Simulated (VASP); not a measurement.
The system is Y2Te.

```
Y Te
1.0
     0.00000    3.48297    3.48297
     3.48297    0.00000    3.48297
     3.48297    3.48297    0.00000
Y Te
2 1
Direct
  0.25000 0.25000 0.25000
  0.75000 0.75000 0.75000
  0.00000 0.00000 0.00000
```

| Item | Value |
| --- | --- |
| Program | VASP 6.6.1 |
| Task | relaxation of cell and atoms |
| Functional | PBE |
| Potentials or basis | VASP PAW PBE potentials, release 64 (Y_sv, Te) |
| Cutoff | 600 eV |
| k mesh | 4 × 4 × 4 |
| Occupations | gaussian, width 0.1 eV |
| Spin | no spin polarisation |

At the start: pressure 5.6 GPa; volume 28.17 Å³/atom.

Problem. How do energy, volume and symmetry change on relaxing?

Solution. Over 3 steps the energy falls by 41.0 meV/atom and the volume is 30.79 Å³/atom (+9.3 %); space group Fm-3m (No. 225, to 0.05 Å).

The path:
| step | energy change (eV) | largest force (eV/Å) | pressure (GPa) | volume (Å³) |
| --- | --- | --- | --- | --- |
| 1 | 0.0000 | 0.0000 | 5.60 | 84.50 |
| 2 | -0.0931 | 0.0000 | -1.84 | 97.13 |
| 3 | -0.1229 | 0.0000 | -0.06 | 92.38 |

Final structure:
```
CELL_PARAMETERS angstrom
0.00000 3.58801 3.58801
3.58801 0.00000 3.58801
3.58801 3.58801 0.00000
ATOMIC_POSITIONS crystal
Y 0.25000 0.25000 0.25000
Y 0.75000 0.75000 0.75000
Te 0.00000 0.00000 0.00000
```

Caveat: the k points lie up to 0.38 Å⁻¹ apart in the final cell.
